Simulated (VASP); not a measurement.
# PbS (P-6m2) in VASP: further runs

PbS is run at these levels: PBEsol; tasks: single point.

All numbers are computed with VASP 6.6.1; they aren't measurements. Logs are shortened: lines on timing, memory, paths and dates and some standing lists are left out, and cuts for length are marked.

### 1 The cell of the first run

The structure is hexagonal, space group P-6m2 (No. 187). The conventional cell has a = 4.090 Å, b = 4.090 Å, c = 3.675 Å, α = 90.00°, β = 90.00°, γ = 120.00°. Pb (site symmetry -6m2) has 6 S at 2.99 Å and 2 Pb at 3.67 Å within 3.9 Å. Within 3.9 Å of S (site symmetry -6m2) lie 6 Pb at 2.99 Å and 2 S at 3.67 Å.

### 2 Single point, PBEsol

INCAR

```
PREC     = Accurate       # precision mode
ENCUT    = 520            # plane-wave cutoff, eV
EDIFF    = 1E-7           # SCF threshold, eV
ISMEAR   = 0              # smearing method
SIGMA    = 0.02           # smearing width, eV
LREAL    = False          # projectors in reciprocal space
LASPH    = True           # aspherical terms in the spheres
NELM     = 100            # most SCF steps
ALGO     = Normal         # electronic algorithm
ISIF     = 2              # what is computed and relaxed
LWAVE    = False          # write WAVECAR
LCHARG   = False          # write CHGCAR
GGA      = PS             # functional
NBANDS   = 17             # bands
```

KPOINTS

```
Automatic mesh
0
Gamma
  6 6 6
```

POSCAR

```
PbS
1.0
    4.0896980000      0.0000000000      0.0000000000
   -2.0448490000      3.5417820000      0.0000000000
    0.0000000000      0.0000000000      3.6745219900
Pb S
1 1
Direct
    0.0000000000      0.0000000000      0.0000000000
    0.6666666667      0.3333333333      0.5000000000
```

Potentials or basis: VASP PAW PBE potentials, release 64 (Pb_d, S).

Launch:

```console
$ cat potpaw_PBE.64/Pb_d/POTCAR potpaw_PBE.64/S/POTCAR > POTCAR
$ mpirun -np 1 vasp_std > vasp.out
```

OUTCAR:

```text
PREC = Accurate
   ENCUT = 520
   EDIFF = 1E-7
   ISMEAR = 0
   LREAL = False
   LASPH = True
   NELM = 100
   ISIF = 2
   GGA = PS

 ion  position               nearest neighbor table
   1  0.000  0.000  0.000-   2 2.99   2 2.99   2 2.99   2 2.99   2 2.99   2 2.99
   2  0.667  0.333  0.500-   1 2.99   1 2.99   1 2.99   1 2.99   1 2.99   1 2.99

  LATTYP: Found a hexagonal cell.
 ALAT       =     4.0896980000
 C/A-ratio  =     0.8984824772

  Lattice vectors:

 A1 = (   4.0896980000,   0.0000000000,   0.0000000000)
 A2 = (  -2.0448490000,   3.5417820000,   0.0000000000)
 A3 = (   0.0000000000,   0.0000000000,   3.6745219900)

Analysis of symmetry for initial positions (statically):
=====================================================================
 Subroutine PRICEL returns:
 Original cell was already a primitive cell.

 Routine SETGRP: Setting up the symmetry group for a
 hexagonal supercell.

 Subroutine GETGRP returns: Found 12 space group operations
 (whereof 12 operations were pure point group operations)
 out of a pool of 24 trial point group operations.

The static configuration has the point symmetry D_3h.

Analysis of symmetry for dynamics (positions and initial velocities):
=====================================================================
 Subroutine PRICEL returns:
 Original cell was already a primitive cell.

 Routine SETGRP: Setting up the symmetry group for a
 hexagonal supercell.

 Subroutine GETGRP returns: Found 12 space group operations
 (whereof 12 operations were pure point group operations)
 out of a pool of 24 trial point group operations.

The dynamic configuration has the point symmetry D_3h.

 Subroutine INISYM returns: Found 12 space group operations
 (whereof 12 operations are pure point group operations),
 and found     1 'primitive' translations

----------------------------------------------------------------------------------------

                                     Primitive cell

  volume of cell :      53.2248

  direct lattice vectors                    reciprocal lattice vectors
     4.089698000  0.000000000  0.000000000     0.244516832  0.141171873  0.000000000
    -2.044849000  3.541782000  0.000000000     0.000000000  0.282343747  0.000000000
     0.000000000  0.000000000  3.674521990     0.000000000  0.000000000  0.272144242

  length of vectors
     4.089698000  4.089697687  3.674521990     0.282343725  0.282343747  0.272144242

  position of ions in fractional coordinates (direct lattice)
     0.000000000  0.000000000  0.000000000
     0.666666667  0.333333333  0.500000000

  ion indices of the primitive-cell ions
   primitive index   ion index
                 1           1
                 2           2

----------------------------------------------------------------------------------------

 KPOINTS: Automatic mesh

Automatic generation of k-mesh.
 Grid dimensions read from file:
 generate k-points for:    6    6    6

 Generating k-lattice:

  Cartesian coordinates                     Fractional coordinates (reciprocal lattice)
     0.040752805  0.023528646  0.000000000     0.166666667  0.000000000  0.000000000
     0.000000000  0.047057291  0.000000000     0.000000000  0.166666667  0.000000000
     0.000000000  0.000000000  0.045357374     0.000000000  0.000000000  0.166666667

  Length of vectors
     0.047057288  0.047057291  0.045357374

  Shift w.r.t. Gamma in fractional coordinates (k-lattice)
     0.000000000  0.000000000  0.000000000

 Subroutine IBZKPT returns following result:
 ===========================================

 Found     28 irreducible k-points:

 Following reciprocal coordinates:
            Coordinates               Weight
  0.000000  0.000000  0.000000      1.000000
  0.166667 -0.000000  0.000000      6.000000
  0.333333  0.000000  0.000000      6.000000
  0.500000 -0.000000  0.000000      3.000000
  0.166667  0.166667  0.000000      6.000000
  0.333333  0.166667  0.000000     12.000000
[... 16 lines left out ...]
  0.166667 -0.000000  0.500000      6.000000
  0.333333  0.000000  0.500000      6.000000
 [... further k-points ...]
   k-points           NKPTS =     28   k-points in BZ     NKDIM =     28   number of bands    NBANDS=     17
   number of dos      NEDOS =    301   number of ions     NIONS =      2
   total plane-waves  NPLWV =  25200
   dimension x,y,z NGX =    30 NGY =   30 NGZ =   28
   dimension x,y,z NGXF=    60 NGYF=   60 NGZF=   56
   ions per type =               1   1
   NGX,Y,Z   is equivalent  to a cutoff of  12.19, 12.19, 12.67 a.u.
   NGXF,Y,Z  is equivalent  to a cutoff of  24.39, 24.39, 25.34 a.u.
 SYSTEM =  unknown system
   PREC   = accura    normal or accurate (medium, high low for compatibility)
   ISTART =      0    job   : 0-new  1-cont  2-samecut
   ICHARG =      2    charge: 1-file 2-atom 10-const
   ISPIN  =      1    spin polarized calculation?
   LNONCOLLINEAR =      F non collinear calculations
   LSORBIT =      F    spin-orbit coupling
   LASPH  =      T    aspherical Exc in radial PAW
   ENCUT  =  520.0 eV  38.22 Ry    6.18 a.u.   7.60  7.60  6.83*2*pi/ulx,y,z
   NELM   =    100;   NELMIN=  2; NELMDL= -5     # of ELM steps
   EDIFF  = 0.1E-06   stopping-criterion for ELM
   LREAL  =      F    real-space projection
   EDIFFG = 0.1E-05   stopping-criterion for IOM
   NSW    =      0    number of steps for IOM
   IBRION =     -1    ionic relax: 0-MD 1-quasi-New 2-CG
   NFREE  =      0    steps in history (QN), initial steepest desc. (CG)
   ISIF   =      2    stress and relaxation
   ISYM   =      2    0-nonsym 1-usesym 2-fastsym
   POTIM  = 0.5000    time-step for ionic-motion
   TEBEG  =    0.0;   TEEND  =   0.0 temperature during run
   PSTRESS=    0.0 pullay stress
   NELECT =      20.0000    total number of electrons
   NUPDOWN=      -1.0000    fix difference up-down
   EMIN   =  10.00;   EMAX   =-10.00  energy-range for DOS
   EFERMI =   0.00;   METHOD = LEGACY
   ISMEAR =     0;   SIGMA  =   0.02  broadening in eV -4-tet -1-fermi 0-gaus
   EFERMI_NEDOS =   21; number of points for ismear=-14 and -15
   IALGO  =     38    algorithm
   IMIX   =      4    mixing-type and parameters
     AMIX     =   0.40;   BMIX     =  1.00
     AMIX_MAG =   1.60;   BMIX_MAG =  1.00
  volume/ion in A,a.u.               =      26.61       179.59
  Fermi-wavevector in a.u.,A,eV,Ry     =   1.181354  2.232436 18.988265  1.395598
  Thomas-Fermi vector in A             =   2.317629
   LORBIT       =      0    0 simple, 1 ext, 2 COOP (PROOUT), +10 PAW based schemes
   GGA     = PS    functional components
   LHFCALC =     F    Hartree Fock is set to
   AEXX    =    0.0000 exact exchange contribution
   IVDW    =     0    specifies the selected vdW correction
   LEPSILON=     F    determine dielectric tensor
   LRPA    =     F    only Hartree local field effects (RPA)
 non-spin polarized calculation
 Gauss-broadening in eV      SIGMA  =   0.02
  energy-cutoff  :      520.00
  volume of cell :       53.22
 maximum number of plane-waves:      1466
   NGX = 15   NGY = 15   NGZ = 13

 number of electron      19.9999999 magnetization

 Free energy of the ion-electron system (eV)
  ---------------------------------------------------
  ext. energy  EPLUGINS =         0.00000000
  ---------------------------------------------------
  free energy    TOTEN  =        -9.20252749 eV

  energy without entropy =       -9.20252749  energy(sigma->0) =       -9.20252749

 E-fermi :   5.4700     XC(G=0):  -9.7710

 val. band max:        5.3899513932   @ k =   0.0000   0.0000   0.5000
 cond. band min:       5.6146848461   @ k =   0.3333   0.3333   0.0000
 fundamental gap:      0.2247334529
 Fermi energy:         5.4699796879

 k-point     1 :       0.0000    0.0000    0.0000
  band No.  band energies     occupation
      1     -11.4470      2.00000
      2     -11.3863      2.00000
      3     -11.3863      2.00000
      4     -11.2900      2.00000
      5     -11.2900      2.00000
      6      -8.0109      2.00000
[... 9 lines left out ...]
     16      16.6408      0.00000
     17      16.6448      0.00000

 k-point     2 :       0.1667   -0.0000    0.0000
  band No.  band energies     occupation
      1     -11.4401      2.00000
      2     -11.3943      2.00000
      3     -11.3696      2.00000
      4     -11.2984      2.00000
      5     -11.2918      2.00000
      6      -7.7876      2.00000
[... 9 lines left out ...]
     16      15.4972      0.00000
     17      16.1778      0.00000

 k-point     3 :       0.3333    0.0000    0.0000
  band No.  band energies     occupation
      1     -11.4347      2.00000
      2     -11.4020      2.00000
      3     -11.3360      2.00000
      4     -11.3151      2.00000
      5     -11.2954      2.00000
      6      -7.2280      2.00000
[... 9 lines left out ...]
     16      16.0441      0.00000
     17      16.6756      0.00000

 k-point     4 :       0.5000   -0.0000    0.0000
  band No.  band energies     occupation
      1     -11.4390      2.00000
      2     -11.3991      2.00000
      3     -11.3234      2.00000
      4     -11.3191      2.00000
      5     -11.2973      2.00000
      6      -6.8437      2.00000
[... 9 lines left out ...]
     16      16.5977      0.00000
     17      16.6708      0.00000

 k-point     5 :       0.1667    0.1667    0.0000
  band No.  band energies     occupation
      1     -11.4297      2.00000
      2     -11.4021      2.00000
      3     -11.3489      2.00000
      4     -11.3095      2.00000
      5     -11.2960      2.00000
      6      -7.3896      2.00000
[... 9 lines left out ...]
     16      15.8752      0.00000
     17      16.0316      0.00000

 k-point     6 :       0.3333    0.1667    0.0000
  band No.  band energies     occupation
      1     -11.4248      2.00000
      2     -11.3995      2.00000
      3     -11.3331      2.00000
      4     -11.3195      2.00000
      5     -11.3011      2.00000
      6      -6.8604      2.00000
[... 9 lines left out ...]
     16      15.2463      0.00000
     17      16.3944      0.00000

 k-point     7 :       0.3333    0.3333    0.0000
  band No.  band energies     occupation
      1     -11.4136      2.00000
      2     -11.3902      2.00000
      3     -11.3462      2.00000
      4     -11.3174      2.00000
      5     -11.3082      2.00000
      6      -6.6462      2.00000
[... 9 lines left out ...]
     16      14.3390      0.00000
     17      14.5857      0.00000

 k-point     8 :       0.0000    0.0000    0.1667
  band No.  band energies     occupation
      1     -11.4059      2.00000
      2     -11.3834      2.00000
      3     -11.3834      2.00000
      4     -11.3060      2.00000
      5     -11.3060      2.00000
      6      -7.7844      2.00000
[... 9 lines left out ...]
     16      14.6316      0.00000
     17      14.6316      0.00000
[... 203 lines left out ...]
      1     -11.3999      2.00000
      2     -11.3744      2.00000
      3     -11.3503      2.00000
      4     -11.3446      2.00000
      5     -11.2969      2.00000
      6      -6.6831      2.00000
[... 9 lines left out ...]
     16      14.8431      0.00000
     17      16.6609      0.00000

 k-point    20 :       0.3333    0.1667    0.3333
  band No.  band energies     occupation
      1     -11.4248      2.00000
      2     -11.3778      2.00000
      3     -11.3571      2.00000
      4     -11.3280      2.00000
      5     -11.2828      2.00000
      6      -6.3087      2.00000
[... 9 lines left out ...]
     16      16.2998      0.00000
     17      17.7728      0.00000

 k-point    21 :       0.3333    0.3333    0.3333
  band No.  band energies     occupation
      1     -11.4257      2.00000
      2     -11.3676      2.00000
      3     -11.3555      2.00000
      4     -11.3407      2.00000
      5     -11.2826      2.00000
      6      -6.1738      2.00000
[... 9 lines left out ...]
     16      16.7033      0.00000
     17      17.5469      0.00000

 k-point    22 :       0.0000    0.0000    0.5000
  band No.  band energies     occupation
      1     -11.3743      2.00000
      2     -11.3743      2.00000
      3     -11.3539      2.00000
      4     -11.3539      2.00000
      5     -11.2850      2.00000
      6      -6.7588      2.00000
[... 9 lines left out ...]
     16      14.0285      0.00000
     17      14.0286      0.00000

 k-point    23 :       0.1667   -0.0000    0.5000
  band No.  band energies     occupation
      1     -11.3807      2.00000
      2     -11.3779      2.00000
      3     -11.3589      2.00000
      4     -11.3573      2.00000
      5     -11.2739      2.00000
      6      -6.6028      2.00000
[... 9 lines left out ...]
     16      14.0436      0.00000
     17      15.1701      0.00000

 k-point    24 :       0.3333    0.0000    0.5000
  band No.  band energies     occupation
      1     -11.4315      2.00000
      2     -11.3871      2.00000
      3     -11.3641      2.00000
      4     -11.3281      2.00000
      5     -11.2502      2.00000
      6      -6.2664      2.00000
[... 9 lines left out ...]
     16      15.7629      0.00000
     17      17.5888      0.00000

 [... further k-points ...]

------------------------ aborting loop because EDIFF is reached ----------------------------------------

  FORCE on cell =-STRESS in cart. coord.  units (eV):
  Direction    XX          YY          ZZ          XY          YZ          ZX
  --------------------------------------------------------------------------------------
  -------------------------------------------------------------------------------------
  Total       -0.6526890     -0.6526888      0.2022902      0.0000000      0.0000000     -0.0000000
  in kB      -19.6473030    -19.6472990      6.0893574      0.0000000      0.0000000     -0.0000000
  external PRESSURE =     -11.0684149 kB  Pullay stress =       0.0000000 kB

 VOLUME and BASIS-vectors are now :
 -----------------------------------------------------------------------------
  energy-cutoff  :      520.00
  volume of cell :       53.22
      direct lattice vectors                 reciprocal lattice vectors
     4.089698000  0.000000000  0.000000000     0.244516832  0.141171873  0.000000000
    -2.044849000  3.541782000  0.000000000     0.000000000  0.282343747  0.000000000
     0.000000000  0.000000000  3.674521990     0.000000000  0.000000000  0.272144242

 POSITION                                       TOTAL-FORCE (eV/Angst)
 -----------------------------------------------------------------------------------
      0.00000      0.00000      0.00000        -0.000000     -0.000000      0.000000
      2.04485      1.18059      1.83726         0.000000      0.000000      0.000000
 -----------------------------------------------------------------------------------
    total drift:                               -0.000000      0.000000      0.000000

  FREE ENERGIE OF THE ION-ELECTRON SYSTEM (eV)
  ---------------------------------------------------
  free  energy   TOTEN  =        -9.2025274885 eV

  energy  without entropy=       -9.2025274885  energy(sigma->0) =       -9.20252749
```

It took 21 s on 1 thread of Intel Xeon Platinum 8259CL at 2.50GHz (Skylake/Cascade Lake), shared host; peak memory 0.17 GiB.

What came out:

```
Free energy            : -9.2025 eV
Pressure               : -1.1 GPa
Band gap on the k mesh : zero (band 10 reaches 5.61 eV, above the bottom of band 11 at 4.98 eV)
```

Stress tensor (GPa, compression positive):
```
-1.96  0.00  0.00
 0.00 -1.96  0.00
 0.00  0.00  0.61
```

Caveat: the PAW data sets were made with another functional, which shifts forces and pressure a little; spin-orbit coupling is left out, which moves the levels of the heavy elements.

### 3 Single point, PBEsol

This run uses another cell than the first one, of 27.02 Å³/atom, 1.015 times its volume.

INCAR

```
  ALGO = Normal
  EDIFF = 1E-7
  ENCUT = 520
  GGA = PS
  ISIF = 2
  ISMEAR = 0
  LASPH = T
  LCHARG = F
  LREAL = F
  LWAVE = F
  NBANDS = 17
  NELM = 80
  PREC = Accurate
  SIGMA = 0.02
```

KPOINTS

```
k-points
0
Gamma
  6 6 6
```

POSCAR: that of step 2 with these lines changed.

```diff
@@ -4,3 +4,3 @@
    -2.0448490000      3.5417820000      0.0000000000
-    0.0000000000      0.0000000000      3.6745219900
+    0.0000000000      0.0000000000      3.7313444950
 Pb S
```

Potentials or basis: VASP PAW PBE potentials, release 64 (Pb_d, S).

Launch:

```console
$ cat potpaw_PBE.64/Pb_d/POTCAR potpaw_PBE.64/S/POTCAR > POTCAR
$ mpirun -np 1 vasp_std > vasp.out
```

Run time: 20 s. Hardware: 1 thread of Intel Xeon Platinum 8259CL at 2.50GHz (Skylake/Cascade Lake), shared host; peak memory 0.17 GiB.

The run converged. Its results:

```
Free energy            : -9.2010 eV
Pressure               : -2.1 GPa
Band gap on the k mesh : zero (band 10 reaches 5.39 eV, above the bottom of band 11 at 4.81 eV)
```

Stress tensor (GPa, compression positive):
```
-2.47  0.00  0.00
 0.00 -2.47  0.00
 0.00  0.00 -1.31
```

Levels at points of the mesh, in eV from the Fermi level:
```csv
k point,band 7,band 8,band 9,band 10,band 11,band 12,band 13,band 14
"(0.00, 0.00, 0.00)",-6.51,-2.20,-1.88,-1.88,3.24,3.24,5.09,6.53
"(0.50, 0.00, 0.00)",-8.69,-2.93,-1.94,-1.22,1.92,3.95,5.24,5.25
"(0.00, 0.00, 0.50)",-9.12,-1.25,-1.25,-0.08,0.61,3.73,3.73,8.00
"(0.50, 0.00, 0.50)",-7.50,-4.30,-4.24,-1.57,1.97,2.56,2.67,8.04
```

Caveat: the PAW data sets were made with another functional, which shifts forces and pressure a little; spin-orbit coupling is left out, which moves the levels of the heavy elements.
